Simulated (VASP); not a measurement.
# Si (Fd-3m) in VASP: a series of runs

Runs on Si. Level: LDA. Tasks: single point.

Program: VASP 6.6.1. These are calculated values, not measurements. Logs are shortened: lines on timing, memory, paths and dates and some standing lists are left out, and cuts for length are marked.

**1. The cell of the first run**

It takes space group Fd-3m (No. 227, cubic). Conventional cell: a = 5.437 Å, b = 5.437 Å, c = 5.437 Å, α = 90.00°, β = 90.00°, γ = 90.00°. Within 3.1 Å of Si (site symmetry -43m) lie 4 Si at 2.35 Å.

**2. Single point, LDA**

File INCAR:

```
SYSTEM = Si
PREC     = Accurate       ! precision mode
ENCUT    = 520            ! plane-wave cutoff, eV
EDIFF    = 1E-6           ! SCF threshold, eV
ISMEAR   = 0              ! smearing method
SIGMA    = 0.1            ! smearing width, eV
LREAL    = .FALSE.        ! projectors in reciprocal space
LASPH    = .TRUE.         ! aspherical terms in the spheres
NELM     = 80             ! most SCF steps
ALGO     = Normal         ! electronic algorithm
ISIF     = 2              ! what is computed and relaxed
LWAVE    = .FALSE.        ! write WAVECAR
LCHARG   = .FALSE.        ! write CHGCAR
GGA      = CA             ! functional
NBANDS   = 11             ! bands
```

File KPOINTS:

```
Automatic mesh
0
G
  6 6 6
  0 0 0
```

File POSCAR:

```
Si
1.0
    0.0000000000      2.7185000000      2.7185000000
    2.7185000000      0.0000000000      2.7185000000
    2.7185000000      2.7185000000      0.0000000000
Si
2
Direct
    0.5000000000      0.5000000000      0.5000000000
    0.7500000000      0.7500000000      0.7500000000
```

Potentials or basis: VASP PAW LDA potentials, release 64 (Si).

Run with:

```sh
$ cat potpaw_LDA.64/Si/POTCAR > POTCAR
$ mpirun -np 1 vasp_std > vasp.out
```

OUTCAR:

```text
SYSTEM = Si
   PREC = Accurate
   ENCUT = 520
   EDIFF = 1E-6
   ISMEAR = 0
   LREAL = .FALSE.
   LASPH = .TRUE.
   NELM = 80
   ISIF = 2
   GGA = CA

 ion  position               nearest neighbor table
   1  0.500  0.500  0.500-   2 2.35   2 2.35   2 2.35   2 2.35
   2  0.750  0.750  0.750-   1 2.35   1 2.35   1 2.35   1 2.35

  LATTYP: Found a face centered cubic cell.
 ALAT       =     5.4370000000

  Lattice vectors:

 A1 = (   0.0000000000,   2.7185000000,   2.7185000000)
 A2 = (   2.7185000000,   0.0000000000,   2.7185000000)
 A3 = (   2.7185000000,   2.7185000000,   0.0000000000)

Analysis of symmetry for initial positions (statically):
=====================================================================
 Subroutine PRICEL returns:
 Original cell was already a primitive cell.

 Routine SETGRP: Setting up the symmetry group for a
 face centered cubic supercell.

 Subroutine GETGRP returns: Found 48 space group operations
 (whereof 24 operations were pure point group operations)
 out of a pool of 48 trial point group operations.

The static configuration has the point symmetry T_d .
 The point group associated with its full space group is O_h .

Analysis of symmetry for dynamics (positions and initial velocities):
=====================================================================
 Subroutine PRICEL returns:
 Original cell was already a primitive cell.

 Routine SETGRP: Setting up the symmetry group for a
 face centered cubic supercell.

 Subroutine GETGRP returns: Found 48 space group operations
 (whereof 24 operations were pure point group operations)
 out of a pool of 48 trial point group operations.

The dynamic configuration has the point symmetry T_d .
 The point group associated with its full space group is O_h .

 Subroutine INISYM returns: Found 48 space group operations
 (whereof 24 operations are pure point group operations),
 and found     1 'primitive' translations

----------------------------------------------------------------------------------------

                                     Primitive cell

  volume of cell :      40.1807

  direct lattice vectors                    reciprocal lattice vectors
     0.000000000  2.718500000  2.718500000    -0.183924959  0.183924959  0.183924959
     2.718500000  0.000000000  2.718500000     0.183924959 -0.183924959  0.183924959
     2.718500000  2.718500000  0.000000000     0.183924959  0.183924959 -0.183924959

  length of vectors
     3.844539569  3.844539569  3.844539569     0.318567373  0.318567373  0.318567373

  position of ions in fractional coordinates (direct lattice)
     0.500000000  0.500000000  0.500000000
     0.750000000  0.750000000  0.750000000

  ion indices of the primitive-cell ions
   primitive index   ion index
                 1           1
                 2           2

----------------------------------------------------------------------------------------

 KPOINTS: Automatic mesh

Automatic generation of k-mesh.
 Grid dimensions read from file:
 generate k-points for:    6    6    6

 Generating k-lattice:

  Cartesian coordinates                     Fractional coordinates (reciprocal lattice)
    -0.030654160  0.030654160  0.030654160     0.166666667  0.000000000  0.000000000
     0.030654160 -0.030654160  0.030654160     0.000000000  0.166666667  0.000000000
     0.030654160  0.030654160 -0.030654160     0.000000000  0.000000000  0.166666667

  Length of vectors
     0.053094562  0.053094562  0.053094562

  Shift w.r.t. Gamma in fractional coordinates (k-lattice)
     0.000000000  0.000000000  0.000000000

 Subroutine IBZKPT returns following result:
 ===========================================

 Found     16 irreducible k-points:

 Following reciprocal coordinates:
            Coordinates               Weight
  0.000000  0.000000  0.000000      1.000000
  0.166667  0.000000  0.000000      8.000000
  0.333333  0.000000  0.000000      8.000000
  0.500000  0.000000  0.000000      4.000000
  0.166667  0.166667  0.000000      6.000000
  0.333333  0.166667  0.000000     24.000000
[... 8 lines left out ...]
 -0.333333  0.333333  0.166667     24.000000
 -0.333333  0.500000  0.166667     12.000000
   k-points           NKPTS =     16   k-points in BZ     NKDIM =     16   number of bands    NBANDS=     11
   number of dos      NEDOS =    301   number of ions     NIONS =      2
   total plane-waves  NPLWV =  27000
   dimension x,y,z NGX =    30 NGY =   30 NGZ =   30
   dimension x,y,z NGXF=    60 NGYF=   60 NGZF=   60
   ions per type =               2
   NGX,Y,Z   is equivalent  to a cutoff of  12.97, 12.97, 12.97 a.u.
   NGXF,Y,Z  is equivalent  to a cutoff of  25.95, 25.95, 25.95 a.u.
 SYSTEM =  Si
   PREC   = accura    normal or accurate (medium, high low for compatibility)
   ISTART =      0    job   : 0-new  1-cont  2-samecut
   ICHARG =      2    charge: 1-file 2-atom 10-const
   ISPIN  =      1    spin polarized calculation?
   LNONCOLLINEAR =      F non collinear calculations
   LSORBIT =      F    spin-orbit coupling
   LASPH  =      T    aspherical Exc in radial PAW
   ENCUT  =  520.0 eV  38.22 Ry    6.18 a.u.   7.15  7.15  7.15*2*pi/ulx,y,z
   NELM   =     80;   NELMIN=  2; NELMDL= -5     # of ELM steps
   EDIFF  = 0.1E-05   stopping-criterion for ELM
   LREAL  =      F    real-space projection
   EDIFFG = 0.1E-04   stopping-criterion for IOM
   NSW    =      0    number of steps for IOM
   IBRION =     -1    ionic relax: 0-MD 1-quasi-New 2-CG
   NFREE  =      0    steps in history (QN), initial steepest desc. (CG)
   ISIF   =      2    stress and relaxation
   ISYM   =      2    0-nonsym 1-usesym 2-fastsym
   POTIM  = 0.5000    time-step for ionic-motion
   TEBEG  =    0.0;   TEEND  =   0.0 temperature during run
   PSTRESS=    0.0 pullay stress
   NELECT =       8.0000    total number of electrons
   NUPDOWN=      -1.0000    fix difference up-down
   EMIN   =  10.00;   EMAX   =-10.00  energy-range for DOS
   EFERMI =   0.00;   METHOD = LEGACY
   ISMEAR =     0;   SIGMA  =   0.10  broadening in eV -4-tet -1-fermi 0-gaus
   EFERMI_NEDOS =   21; number of points for ismear=-14 and -15
   IALGO  =     38    algorithm
   IMIX   =      4    mixing-type and parameters
     AMIX     =   0.40;   BMIX     =  1.00
     AMIX_MAG =   1.60;   BMIX_MAG =  1.00
  volume/ion in A,a.u.               =      20.09       135.58
  Fermi-wavevector in a.u.,A,eV,Ry     =   0.955943  1.806471 12.433381  0.913828
  Thomas-Fermi vector in A             =   2.084827
   LORBIT       =      0    0 simple, 1 ext, 2 COOP (PROOUT), +10 PAW based schemes
   GGA     = CA    functional components
   LHFCALC =     F    Hartree Fock is set to
   AEXX    =    0.0000 exact exchange contribution
   IVDW    =     0    specifies the selected vdW correction
   LEPSILON=     F    determine dielectric tensor
   LRPA    =     F    only Hartree local field effects (RPA)
 non-spin polarized calculation
 Gauss-broadening in eV      SIGMA  =   0.10
  energy-cutoff  :      520.00
  volume of cell :       40.18
 maximum number of plane-waves:      1106
 NGX is ok and might be reduce to    30
   NGX = 15   NGY = 15   NGZ = 15

 number of electron       8.0000001 magnetization

 Free energy of the ion-electron system (eV)
  ---------------------------------------------------
  ext. energy  EPLUGINS =         0.00000000
  ---------------------------------------------------
  free energy    TOTEN  =       -11.88994357 eV

  energy without entropy =      -11.88994331  energy(sigma->0) =      -11.88994344

 E-fermi :   6.0384     XC(G=0):  -9.5898

 val. band max:        5.7429301022   @ k =   0.0000   0.0000   0.0000
 cond. band min:       6.3475688375   @ k =   0.5000   0.5000   0.0000
 fundamental gap:      0.6046387353
 Fermi energy:         6.0384374736

 k-point     1 :       0.0000    0.0000    0.0000
  band No.  band energies     occupation
      1      -6.1930      2.00000
      2       5.7429      1.99997
      3       5.7429      1.99997
      4       5.7429      1.99997
      5       8.2615      0.00000
      6       8.2615      0.00000
      7       8.2615      0.00000
      8       8.9119      0.00000
      9      13.3990      0.00000
     10      13.4643      0.00000
     11      13.4643      0.00000

 k-point     2 :       0.1667    0.0000    0.0000
  band No.  band energies     occupation
      1      -5.8326      2.00000
      2       3.3485      2.00000
      3       5.2931      2.00000
      4       5.2931      2.00000
      5       7.9897      0.00000
      6       8.9061      0.00000
      7       8.9061      0.00000
      8      11.0307      0.00000
      9      12.7997      0.00000
     10      12.7997      0.00000
     11      14.5625      0.00000

 k-point     3 :       0.3333    0.0000    0.0000
  band No.  band energies     occupation
      1      -4.8187      2.00000
      2       0.4007      2.00000
      3       4.7465      2.00000
      4       4.7465      2.00000
      5       7.3848      0.00000
      6       9.1989      0.00000
      7       9.1989      0.00000
      8      13.4026      0.00000
      9      13.6783      0.00000
     10      13.6783      0.00000
     11      14.6279      0.00000
[... 155 lines left out ...]
 k-point    15 :      -0.3333    0.3333    0.1667
  band No.  band energies     occupation
      1      -2.9239      2.00000
      2      -1.0952      2.00000
      3       1.7169      2.00000
      4       2.9741      2.00000
      5       9.0092      0.00000
      6       9.2110      0.00000
      7      11.7431      0.00000
      8      12.1589      0.00000
      9      13.2043      0.00000
     10      16.7325      0.00000
     11      17.5619      0.00000

 k-point    16 :      -0.3333    0.5000    0.1667
  band No.  band energies     occupation
      1      -1.9397      2.00000
      2      -1.9397      2.00000
      3       2.0856      2.00000
      4       2.0856      2.00000
      5       8.3998      0.00000
      6       8.3998      0.00000
      7      12.4051      0.00000
      8      12.4051      0.00000
      9      16.1963      0.00000
     10      16.1963      0.00000
     11      18.5685      0.00000

------------------------ aborting loop because EDIFF is reached ----------------------------------------

  FORCE on cell =-STRESS in cart. coord.  units (eV):
  Direction    XX          YY          ZZ          XY          YZ          ZX
  --------------------------------------------------------------------------------------
  -------------------------------------------------------------------------------------
  Total       -0.4245548     -0.4245548     -0.4245548      0.0000000      0.0000000      0.0000000
  in kB      -16.9288066    -16.9288066    -16.9288066      0.0000000      0.0000000      0.0000000
  external PRESSURE =     -16.9288066 kB  Pullay stress =       0.0000000 kB

 VOLUME and BASIS-vectors are now :
 -----------------------------------------------------------------------------
  energy-cutoff  :      520.00
  volume of cell :       40.18
      direct lattice vectors                 reciprocal lattice vectors
     0.000000000  2.718500000  2.718500000    -0.183924959  0.183924959  0.183924959
     2.718500000  0.000000000  2.718500000     0.183924959 -0.183924959  0.183924959
     2.718500000  2.718500000  0.000000000     0.183924959  0.183924959 -0.183924959

 POSITION                                       TOTAL-FORCE (eV/Angst)
 -----------------------------------------------------------------------------------
      2.71850      2.71850      2.71850        -0.000000     -0.000000     -0.000000
      4.07775      4.07775      4.07775         0.000000      0.000000      0.000000
 -----------------------------------------------------------------------------------
    total drift:                                0.000000     -0.000000     -0.000000

  FREE ENERGIE OF THE ION-ELECTRON SYSTEM (eV)
  ---------------------------------------------------
  free  energy   TOTEN  =       -11.8899435707 eV

  energy  without entropy=      -11.8899433111  energy(sigma->0) =      -11.88994344
```

Wall time 10 s (1 thread of Intel Xeon 8259CL, shared host); peak memory 0.14 GiB.

What came out:

```
Free energy            : -11.8899 eV
Pressure               : -1.7 GPa
Band gap on the k mesh : 0.60 eV (least direct gap 2.52 eV)
```

**3. Single point, LDA**

This run uses another cell than the first one, of 19.70 Å³/atom.

File INCAR:

```
  ALGO = Normal
  EDIFF = 1E-6
  ENCUT = 520
  GGA = CA
  ISIF = 2
  ISMEAR = 0
  LASPH = T
  LCHARG = F
  LREAL = F
  LWAVE = F
  NBANDS = 11
  NELM = 60
  PREC = Accurate
  SIGMA = 0.02
```

File KPOINTS:

```
k-points
0
Gamma
  8 8 8
```

File POSCAR:

```
Si
1.0
    0.0000000000      2.7008304894      2.7008304894
    2.7008304894      0.0000000000      2.7008304894
    2.7008304894      2.7008304894      0.0000000000
Si
2
Direct
    0.5000000000      0.5000000000      0.5000000000
    0.7500000000      0.7500000000      0.7500000000
```

Potentials or basis: VASP PAW LDA potentials, release 64 (Si).

Run with:

```sh
$ cat potpaw_LDA.64/Si/POTCAR > POTCAR
$ mpirun -np 1 vasp_std > vasp.out
```

Wall time 14 s (1 thread of Intel Xeon 8259CL, shared host); peak memory 0.13 GiB.

Results (log left out):

| Quantity | Value |
| --- | --- |
| Free energy | -11.9156 eV |
| Pressure | 0.1 GPa |
| Band gap on the k mesh | 0.49 eV (least direct gap 2.53 eV) |

Levels at points of the mesh, in eV from the valence-band top:
```tsv
k point	band 1	band 2	band 3	band 4	band 5	band 6	band 7	band 8	band 9
(0.00, 0.00, 0.00)	-12.07	0.00	0.00	0.00	2.53	2.53	2.53	3.39	7.74
(0.50, 0.00, 0.00)	-9.69	-7.07	-1.21	-1.21	1.49	3.28	3.28	7.54	10.56
(0.50, 0.50, 0.00)	-7.87	-7.87	-2.90	-2.90	0.57	0.57	10.12	10.12	10.97
```
